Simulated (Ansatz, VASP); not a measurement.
## One calculation of Pb, two programs

The input INCAR:

```
ALGO = Normal
EDIFF = 1E-6
ENCUT = 520
GGA = PS
ISIF = 2
ISMEAR = -1
LASPH = True
LCHARG = True
LELF = True
LREAL = False
LVHAR = True
LWAVE = False
NBANDS = 13
NELM = 60
PREC = Accurate
SIGMA = 0.05
```

KPOINTS

```
k-points
0
Gamma
  13 13 13
```

File POSCAR:

```
Pb
1.0
    2.4009983839      0.0000000000      0.0000000000
    0.0000000000      2.4009983839      0.0000000000
    0.0000000000      0.0000000000      2.4009983839
Pb
1
Direct
    0.0000000000      0.0000000000      0.0000000000
```

Input for Ansatz:

```yaml
crystal:
  lattice:
    - [2.4009983839, 0.0, 0.0]
    - [0.0, 2.4009983839, 0.0]
    - [0.0, 0.0, 2.4009983839]
  atoms:
    - { symbol: Pb, position: [0.0, 0.0, 0.0] }
kpoints:
  mp_grid: { grid: [13, 13, 13] }
  band_path:
    path:
      - [0.0, 0.0, 0.0]
      - [0.0, 0.5, 0.0]
      - [0.5, 0.5, 0.0]
      - [0.0, 0.0, 0.0]
      - [0.5, 0.5, 0.5]
      - [0.0, 0.5, 0.0]
      - [0.5, 0.5, 0.5]
      - [0.5, 0.5, 0.0]
    npoints: 8
scf:
  occupations: { method: fermi_dirac, width: 0.05 }
hamiltonian:
  xc: pbesol
  pseudopotentials: { kind: all_electron, lapw: { basis_error: 0.001 } }
output:
  forces: true
  stress: true
  eigenvalues: true
  populations: true
  dos: { projected: true, de: 0.2, e_range: [-14, 8] }
```

Change from the starting cell: volume scaled by 0.43, LAPW.

Alike in both runs: task single point; functional PBEsol; k mesh 13 × 13 × 13; occupations fermi-dirac, width 0.05 eV; no spin polarisation.

|  | VASP | Ansatz |
| --- | --- | --- |
| version | VASP 6.6.1 | Ansatz 0.2.0 |
| potentials or method | VASP PAW PBE potentials, release 64 (Pb_d), cutoff 520 eV | all-electron LAPW, scalar-relativistic |

|  | VASP | Ansatz | Ansatz less VASP |
| --- | --- | --- | --- |
| pressure (GPa) | 301.9 | 301.1 | -0.71 |

VASP's potentials were made for PBE, not for PBEsol. Both programs put the cell under a high pressure, so it lies far from rest at this level. Ansatz ran all-electron here, and VASP with PAW potentials.

Neither program's run includes spin-orbit coupling. Noted on VASP's run: the cell as given lies far from equilibrium.
